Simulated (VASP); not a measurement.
# Co (P-3m1) in VASP: notebook

Aim: see how the results for Co move with the level of theory and the settings. Levels: PBEsol, LDA. Tasks: single point.

Everything below comes from runs of VASP 6.6.1. Logs are shortened: lines on timing, memory, paths and dates and some standing lists are left out, and cuts for length are marked.

## Step 1: The cell of the first run

It takes space group P-3m1 (No. 164, trigonal). The conventional cell has a = 2.471 Å, b = 2.471 Å, c = 4.036 Å, α = 90.00°, β = 90.00°, γ = 120.00°. Within 3.2 Å of Co (site symmetry 3m) lie 12 Co at 2.41 to 2.54 Å.

## Step 2: Single point, PBEsol, collinear spin, ferromagnetic start

INCAR

```
SYSTEM = Co
ALGO     = Fast           ! electronic algorithm
EDIFF    = 1E-6           ! SCF threshold, eV
ENCUT    = 520            ! plane-wave cutoff, eV
GGA      = PS             ! functional
ISIF     = 2              ! what is computed and relaxed
ISMEAR   = -1             ! smearing method
ISPIN    = 2              ! spin polarisation
LASPH    = .True.         ! aspherical terms in the spheres
LCHARG   = .False.        ! write CHGCAR
LMAXMIX  = 4              ! l up to which the mixer works
LORBIT   = 11             ! projections on sites
LREAL    = .False.        ! projectors in reciprocal space
LWAVE    = .False.        ! write WAVECAR
MAGMOM   = 2 2            ! initial moments
NBANDS   = 20             ! bands
NELM     = 150            ! most SCF steps
PREC     = Accurate       ! precision mode
SIGMA    = 0.05           ! smearing width, eV
```

KPOINTS

```
k-points
0
Gamma
  12 12 7
  0 0 0
```

POSCAR

```
Co
1.0
    2.4706706468      0.0000000000      0.0000000000
   -1.2353353234      2.1396635445      0.0000000000
    0.0000000000      0.0000000000      4.0360182824
Co
2
Direct
    0.3333333333      0.6666666667      0.7401390000
    0.6666666667      0.3333333333      0.2598610000
```

Potentials or basis: VASP PAW PBE potentials, release 64 (Co).

Started as:

```console
$ cat potpaw_PBE.64/Co/POTCAR > POTCAR
$ mpirun -np 1 vasp_std > vasp.out
```

OUTCAR:

```text
SYSTEM = Co
   EDIFF = 1E-6
   ENCUT = 520
   GGA = PS
   ISIF = 2
   ISMEAR = -1
   ISPIN = 2
   LASPH = .True.
   LORBIT = 11
   LREAL = .False.
   NELM = 150
   PREC = Accurate

 ion  position               nearest neighbor table
   1  0.333  0.667  0.740-   2 2.41   2 2.41   2 2.41   2 2.54   2 2.54   2 2.54
   2  0.667  0.333  0.260-   1 2.41   1 2.41   1 2.41   1 2.54   1 2.54   1 2.54

  LATTYP: Found a hexagonal cell.
 ALAT       =     2.4706706468
 C/A-ratio  =     1.6335719565

  Lattice vectors:

 A1 = (   2.4706706468,   0.0000000000,   0.0000000000)
 A2 = (  -1.2353353234,   2.1396635445,   0.0000000000)
 A3 = (   0.0000000000,   0.0000000000,   4.0360182824)

Analysis of symmetry for initial positions (statically):
=====================================================================
 Subroutine PRICEL returns:
 Original cell was already a primitive cell.

 Routine SETGRP: Setting up the symmetry group for a
 hexagonal supercell.

 Subroutine GETGRP returns: Found 12 space group operations
 (whereof 12 operations were pure point group operations)
 out of a pool of 24 trial point group operations.

The static configuration has the point symmetry D_3d.

Analysis of symmetry for dynamics (positions and initial velocities):
=====================================================================
 Subroutine PRICEL returns:
 Original cell was already a primitive cell.

 Routine SETGRP: Setting up the symmetry group for a
 hexagonal supercell.

 Subroutine GETGRP returns: Found 12 space group operations
 (whereof 12 operations were pure point group operations)
 out of a pool of 24 trial point group operations.

The dynamic configuration has the point symmetry D_3d.

Analysis of structural, dynamic, and magnetic symmetry:
=====================================================================
 Subroutine PRICEL returns:
 Original cell was already a primitive cell.

 Routine SETGRP: Setting up the symmetry group for a
 hexagonal supercell.

 Subroutine GETGRP returns: Found 12 space group operations
 (whereof 12 operations were pure point group operations)
 out of a pool of 24 trial point group operations.

The overall configuration has the point symmetry D_3d.

 Subroutine INISYM returns: Found 12 space group operations
 (whereof 12 operations are pure point group operations),
 and found     1 'primitive' translations

----------------------------------------------------------------------------------------

                                     Primitive cell

  volume of cell :      21.3360

  direct lattice vectors                    reciprocal lattice vectors
     2.470670647  0.000000000  0.000000000     0.404748404  0.233681600  0.000000000
    -1.235335323  2.139663544  0.000000000     0.000000000  0.467363199  0.000000000
     0.000000000  0.000000000  4.036018282     0.000000000  0.000000000  0.247768947

  length of vectors
     2.470670647  2.470670647  4.036018282     0.467363199  0.467363199  0.247768947

  position of ions in fractional coordinates (direct lattice)
     0.333333333  0.666666667  0.740139000
     0.666666667  0.333333333  0.259861000

  ion indices of the primitive-cell ions
   primitive index   ion index
                 1           1
                 2           2

----------------------------------------------------------------------------------------

 KPOINTS: k-points

Automatic generation of k-mesh.
 Grid dimensions read from file:
 generate k-points for:   12   12    7

 Generating k-lattice:

  Cartesian coordinates                     Fractional coordinates (reciprocal lattice)
     0.033729034  0.019473467  0.000000000     0.083333333  0.000000000  0.000000000
     0.000000000  0.038946933  0.000000000     0.000000000  0.083333333  0.000000000
     0.000000000  0.000000000  0.035395564     0.000000000  0.000000000  0.142857143

  Length of vectors
     0.038946933  0.038946933  0.035395564

  Shift w.r.t. Gamma in fractional coordinates (k-lattice)
     0.000000000  0.000000000  0.000000000

 Subroutine IBZKPT returns following result:
 ===========================================

 Found    112 irreducible k-points:

 Following reciprocal coordinates:
            Coordinates               Weight
  0.000000  0.000000  0.000000      1.000000
  0.083333  0.000000  0.000000      6.000000
  0.166667  0.000000  0.000000      6.000000
  0.250000  0.000000  0.000000      6.000000
  0.333333  0.000000  0.000000      6.000000
  0.416667  0.000000  0.000000      6.000000
[... 16 lines left out ...]
  0.166667  0.000000  0.142857      6.000000
  0.000000  0.166667  0.142857      6.000000
 [... further k-points ...]
   k-points           NKPTS =    112   k-points in BZ     NKDIM =    112   number of bands    NBANDS=     20
   number of dos      NEDOS =    301   number of ions     NIONS =      2
   total plane-waves  NPLWV =   9720
   dimension x,y,z NGX =    18 NGY =   18 NGZ =   30
   dimension x,y,z NGXF=    36 NGYF=   36 NGZF=   60
   ions per type =               2
   NGX,Y,Z   is equivalent  to a cutoff of  12.11, 12.11, 12.36 a.u.
   NGXF,Y,Z  is equivalent  to a cutoff of  24.22, 24.22, 24.71 a.u.
 SYSTEM =  Co
   PREC   = accura    normal or accurate (medium, high low for compatibility)
   ISTART =      0    job   : 0-new  1-cont  2-samecut
   ICHARG =      2    charge: 1-file 2-atom 10-const
   ISPIN  =      2    spin polarized calculation?
   LNONCOLLINEAR =      F non collinear calculations
   LSORBIT =      F    spin-orbit coupling
   LASPH  =      T    aspherical Exc in radial PAW
   ENCUT  =  520.0 eV  38.22 Ry    6.18 a.u.   4.59  4.59  7.50*2*pi/ulx,y,z
   NELM   =    150;   NELMIN=  2; NELMDL= -5     # of ELM steps
   EDIFF  = 0.1E-05   stopping-criterion for ELM
   LREAL  =      F    real-space projection
   EDIFFG = 0.1E-04   stopping-criterion for IOM
   NSW    =      0    number of steps for IOM
   IBRION =     -1    ionic relax: 0-MD 1-quasi-New 2-CG
   NFREE  =      0    steps in history (QN), initial steepest desc. (CG)
   ISIF   =      2    stress and relaxation
   ISYM   =      2    0-nonsym 1-usesym 2-fastsym
   POTIM  = 0.5000    time-step for ionic-motion
   TEBEG  =    0.0;   TEEND  =   0.0 temperature during run
   PSTRESS=    0.0 pullay stress
   NELECT =      18.0000    total number of electrons
   NUPDOWN=      -1.0000    fix difference up-down
   EMIN   =  10.00;   EMAX   =-10.00  energy-range for DOS
   EFERMI =   0.00;   METHOD = LEGACY
   ISMEAR =    -1;   SIGMA  =   0.05  broadening in eV -4-tet -1-fermi 0-gaus
   EFERMI_NEDOS =   21; number of points for ismear=-14 and -15
   IALGO  =     68    algorithm
   IMIX   =      4    mixing-type and parameters
     AMIX     =   0.40;   BMIX     =  1.00
     AMIX_MAG =   1.60;   BMIX_MAG =  1.00
  volume/ion in A,a.u.               =      10.67        71.99
  Fermi-wavevector in a.u.,A,eV,Ry     =   1.546896  2.923210 32.557216  2.392888
  Thomas-Fermi vector in A             =   2.652067
   LORBIT       =     11    0 simple, 1 ext, 2 COOP (PROOUT), +10 PAW based schemes
   GGA     = PS    functional components
   LHFCALC =     F    Hartree Fock is set to
   AEXX    =    0.0000 exact exchange contribution
   IVDW    =     0    specifies the selected vdW correction
   LEPSILON=     F    determine dielectric tensor
   LRPA    =     F    only Hartree local field effects (RPA)
 spin polarized calculation
 RMM-DIIS sequential band-by-band and
  energy-cutoff  :      520.00
  volume of cell :       21.34
 maximum number of plane-waves:       587
   NGX =  9   NGY =  9   NGZ = 15

 number of electron      17.9999993 magnetization       3.2073390

 Free energy of the ion-electron system (eV)
  ---------------------------------------------------
  ext. energy  EPLUGINS =         0.00000000
  ---------------------------------------------------
  free energy    TOTEN  =       -15.43905302 eV

  energy without entropy =      -15.42349990  energy(sigma->0) =      -15.43127646

 E-fermi :  10.3297     XC(G=0): -13.6748

 val. band max:       10.3284526433   @ k =   0.2500   0.1667   0.4286
 cond. band min:      10.3308482977   @ k =   0.2500   0.0000   0.2857
 fundamental gap:      0.0023956544
 Fermi energy:        10.3296857245

 spin component 1

 k-point     1 :       0.0000    0.0000    0.0000
  band No.  band energies     occupation
      1       1.2366      1.00000
      2       5.0553      1.00000
      3       7.6391      1.00000
      4       7.7008      1.00000
      5       7.7008      1.00000
      6       8.0040      1.00000
[... 12 lines left out ...]
     19      36.6419      0.00000
     20      36.6419      0.00000

 k-point     2 :       0.0833    0.0000    0.0000
  band No.  band energies     occupation
      1       1.4848      1.00000
      2       5.2075      1.00000
      3       7.4399      1.00000
      4       7.8175      1.00000
      5       7.8574      1.00000
      6       7.9509      1.00000
[... 12 lines left out ...]
     19      37.8606      0.00000
     20      39.0383      0.00000
[... 465 lines left out ...]
      3       7.0893      1.00000
      4       7.3162      1.00000
      5       7.7627      1.00000
      6       7.9621      1.00000
[... 12 lines left out ...]
     19      37.2610      0.00000
     20      38.1398      0.00000

 k-point    24 :       0.0000    0.1667    0.1429
  band No.  band energies     occupation
      1       2.3914      1.00000
      2       5.5833      1.00000
      3       7.1535      1.00000
      4       7.3564      1.00000
      5       7.6518      1.00000
      6       8.0158      1.00000
[... 12 lines left out ...]
     19      37.0648      0.00000
     20      38.0947      0.00000

 [... further k-points ...]

 spin component 2

 k-point     1 :       0.0000    0.0000    0.0000
  band No.  band energies     occupation
      1       1.3039      1.00000
      2       6.0016      1.00000
      3       9.2107      1.00000
      4       9.3150      1.00000
      5       9.3150      1.00000
      6       9.6417      1.00000
[... 12 lines left out ...]
     19      36.9899      0.00000
     20      36.9899      0.00000

 k-point     2 :       0.0833    0.0000    0.0000
  band No.  band energies     occupation
      1       1.5531      1.00000
      2       6.1735      1.00000
      3       8.9820      1.00000
      4       9.4072      1.00000
      5       9.4433      1.00000
      6       9.5060      1.00000
[... 12 lines left out ...]
     19      37.8321      0.00000
     20      39.3835      0.00000
[... 465 lines left out ...]
      3       8.2675      1.00000
      4       8.7256      1.00000
      5       9.3806      1.00000
      6       9.5647      1.00000
[... 12 lines left out ...]
     19      37.4798      0.00000
     20      38.4472      0.00000

 k-point    24 :       0.0000    0.1667    0.1429
  band No.  band energies     occupation
      1       2.4705      1.00000
      2       6.5099      1.00000
      3       8.3486      1.00000
      4       8.7106      1.00000
      5       9.2251      1.00000
      6       9.6501      1.00000
[... 12 lines left out ...]
     19      37.3134      0.00000
     20      38.3954      0.00000

 [... further k-points ...]
[... 5 lines left out ...]
  --------------------------------------------------------------------------------------
  -------------------------------------------------------------------------------------
  Total       -0.6627308     -0.6627308     -1.0658390      0.0000000      0.0000000      0.0000000
  in kB      -49.7661746    -49.7661746    -80.0366197      0.0000000      0.0000000      0.0000000
  external PRESSURE =     -59.8563229 kB  Pullay stress =       0.0000000 kB

 VOLUME and BASIS-vectors are now :
 -----------------------------------------------------------------------------
  energy-cutoff  :      520.00
  volume of cell :       21.34
      direct lattice vectors                 reciprocal lattice vectors
     2.470670647  0.000000000  0.000000000     0.404748404  0.233681600  0.000000000
    -1.235335323  2.139663544  0.000000000     0.000000000  0.467363199  0.000000000
     0.000000000  0.000000000  4.036018282     0.000000000  0.000000000  0.247768947

 POSITION                                       TOTAL-FORCE (eV/Angst)
 -----------------------------------------------------------------------------------
     -0.00000      1.42644      2.98721        -0.000000     -0.000000      0.497643
      1.23534      0.71322      1.04880         0.000000      0.000000     -0.497643
 -----------------------------------------------------------------------------------
    total drift:                                0.000000     -0.000000     -0.000000

  FREE ENERGIE OF THE ION-ELECTRON SYSTEM (eV)
  ---------------------------------------------------
  free  energy   TOTEN  =       -15.4390530166 eV

  energy  without entropy=      -15.4234998953  energy(sigma->0) =      -15.43127646

 total charge

# of ion       s       p       d       tot
------------------------------------------
    1        0.498   0.542   7.271   8.311
    2        0.498   0.542   7.271   8.311
--------------------------------------------------
tot          0.996   1.084  14.542  16.623

 magnetization (x)

# of ion       s       p       d       tot
------------------------------------------
    1       -0.014  -0.050   1.679   1.614
    2       -0.014  -0.050   1.679   1.614
--------------------------------------------------
tot         -0.029  -0.100   3.358   3.229
```

Wall time 63 s (1 thread of AMD EPYC 9R45 (Zen 5), shared host); peak memory 0.15 GiB.

What came out:

```
Free energy                                           : -15.4391 eV
Pressure                                              : -6.0 GPa
Largest force                                         : 0.498 eV/Å
Net moment                                            : 3.21 μB per cell
Site moments                                          : Co +1.61 μB
Valence electrons inside the program's atomic spheres : Co 8.31
```

Forces on the atoms (eV/Å):
```
Co   0.000  0.000  0.498
Co   0.000  0.000 -0.498
```

Stress tensor (GPa, compression positive):
```
-4.98  0.00  0.00
 0.00 -4.98  0.00
 0.00  0.00 -8.00
```

Caveat: the PAW data sets were made with another functional, which shifts forces and pressure a little.

## Step 3: Single point, LDA, collinear spin, ferromagnetic start

This run uses another cell than the first one, of 10.89 Å³/atom, 1.020 times its volume.

INCAR

```
SYSTEM = Co
ALGO = Normal
EDIFF = 1E-6
ENCUT = 520
GGA = CA
ISIF = 2
ISMEAR = -1
ISPIN = 2
LASPH = .True.
LCHARG = .True.
LELF = .True.
LMAXMIX = 4
LORBIT = 11
LREAL = .False.
LVHAR = .True.
LWAVE = .False.
MAGMOM = 2 2
NBANDS = 20
NELM = 150
PREC = Accurate
SIGMA = 0.05
```

KPOINTS is that of step 2.

POSCAR

```
Co
1.0
    2.4873648738      0.0000000000      0.0000000000
   -1.2436824369      2.1541211692      0.0000000000
    0.0000000000      0.0000000000      4.0632895034
Co
2
Direct
    0.3333333333      0.6666666667      0.7401390000
    0.6666666667      0.3333333333      0.2598610000
```

Potentials or basis: VASP PAW LDA potentials, release 64 (Co).

Started as:

```console
$ cat potpaw_LDA.64/Co/POTCAR > POTCAR
$ mpirun -np 1 vasp_std > vasp.out
```

It took 66 s on 1 thread of AMD EPYC 9R45 (Zen 5), shared host; peak memory 0.14 GiB.

It converged, with:

- Free energy: -16.1163 eV
- Pressure: -18.8 GPa
- Largest force: 0.410 eV/Å
- Net moment: 3.09 μB per cell
- Site moments: Co +1.55 μB
- Valence electrons inside the program's atomic spheres: Co 8.28

Forces on the atoms (eV/Å):
```
Co   0.000  0.000  0.410
Co   0.000  0.000 -0.410
```

Stress tensor (GPa, compression positive):
```
-17.89   0.00   0.00
  0.00 -17.89   0.00
  0.00   0.00 -20.50
```

Levels at points of the mesh, in eV from the Fermi level:
Spin up:
```tsv
k point	band 9	band 10	band 11	band 12	band 13	band 14
(0.00, 0.00, 0.00)	-1.71	-0.63	-0.63	-0.15	6.22	22.07
(0.50, 0.00, 0.00)	-0.45	-0.32	1.42	3.42	9.45	10.41
```
Spin down:
| k point | band 3 | band 4 | band 5 | band 6 | band 7 | band 8 | band 9 | band 10 | band 11 | band 12 |
| --- | --- | --- | --- | --- | --- | --- | --- | --- | --- | --- |
| (0.00, 0.00, 0.00) | -1.12 | -1.03 | -1.03 | -0.71 | -0.71 | -0.18 | -0.18 | 0.03 | 0.98 | 0.98 |
| (0.50, 0.00, 0.00) | -3.24 | -1.68 | -1.15 | -1.08 | -0.69 | 1.12 | 1.20 | 1.29 | 2.54 | 4.34 |

(Part 1 of 2 ends here.)
